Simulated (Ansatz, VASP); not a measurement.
# One calculation of SnSe, two programs

```
Sn Se
1.0
    11.50100    0.00000    0.00000
     0.00000    4.15300    0.00000
     0.00000    0.00000    4.44500
Sn Se
4 4
Direct
  0.11771 0.25000 0.10217
  0.38229 0.75000 0.60217
  0.61771 0.25000 0.39783
  0.88229 0.75000 0.89783
  0.35681 0.25000 0.02363
  0.14319 0.75000 0.52363
  0.85681 0.25000 0.47637
  0.64319 0.75000 0.97637
```

Alike in both runs: functional PBE; k mesh 3 × 8 × 8; occupations gaussian, width 0.05 eV; no spin polarisation.

Ansatz relaxed the structure, and its values are those at the end. VASP's run is a single point on that final structure, the one shown.

|  | VASP | Ansatz |
| --- | --- | --- |
| version | VASP 6.6.1 | Ansatz 0.2.0 |
| potentials or method | VASP PAW PBE potentials, release 64 (Sn_d, Se) | scalar-relativistic, plane waves, PAW |
| plane-wave cutoff (eV) | 500 | 420 |
| valence electrons in the cell | 80 | 120 |

```tsv
	VASP	Ansatz	Ansatz less VASP
pressure (GPa)	2.0	1.9	-0.02
rms of the force components (eV/Å)	0.008	0.001	-0.0080
```

VASP's potentials hold 80 valence electrons a cell and Ansatz's 120, so a difference there can come from the potentials and not from the codes. Ansatz's warnings: stress scf threshold loose.
